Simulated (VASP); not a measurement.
Here is a VASP 6.6.1 calculation.

INCAR

```
  ALGO = Normal
  EDIFF = 1E-6
  ENCUT = 520
  GGA = PE
  ISIF = 2
  ISMEAR = 0
  LASPH = True
  LCHARG = False
  LREAL = False
  LWAVE = False
  NBANDS = 16
  NELM = 80
  PREC = Accurate
  SIGMA = 0.05
```

File KPOINTS:

```
k-points
0
Gamma
  9 9 6
```

POSCAR

```
AlN
1.0
    3.3134793407      0.0000000000      0.0000000000
   -1.6567396703      2.8695572839      0.0000000000
    0.0000000000      0.0000000000      4.1875902417
Al N
2 2
Direct
    0.3369153591      0.6738307183      0.7881825525
    0.6702486925      0.3404973850      0.2881825525
    0.3264333143      0.6528666285      0.1764493462
    0.6597666476      0.3195332952      0.6764493462
```

Potentials or basis: VASP PAW PBE potentials, release 64 (Al, N).

The run is started by

```sh
$ cat potpaw_PBE.64/Al/POTCAR potpaw_PBE.64/N/POTCAR > POTCAR
$ mpirun -np 1 vasp_std > vasp.out
```

Question: What does it give for the largest force?

Answer: 6.456 eV/Å.

Question: Predict the pressure.

Answer: 26.3 GPa.

Question: Estimate the band gap on the k mesh.

Answer: 4.01 eV, direct.

Forces on the atoms (eV/Å):
```
Al   0.000 -0.441 -6.441
Al   0.000 -0.325 -6.444
N    0.000  0.322  6.445
N    0.000  0.443  6.441
```

Caveat: the cell differs from its parent crystal (mode 4 frozen in at -0.308 Å and mode 10 at -0.040 Å (largest displacements)); forces of over 1 eV/Å act on the atoms, so gaps and moduli don't describe the material at rest. A k mesh can miss the band edges.
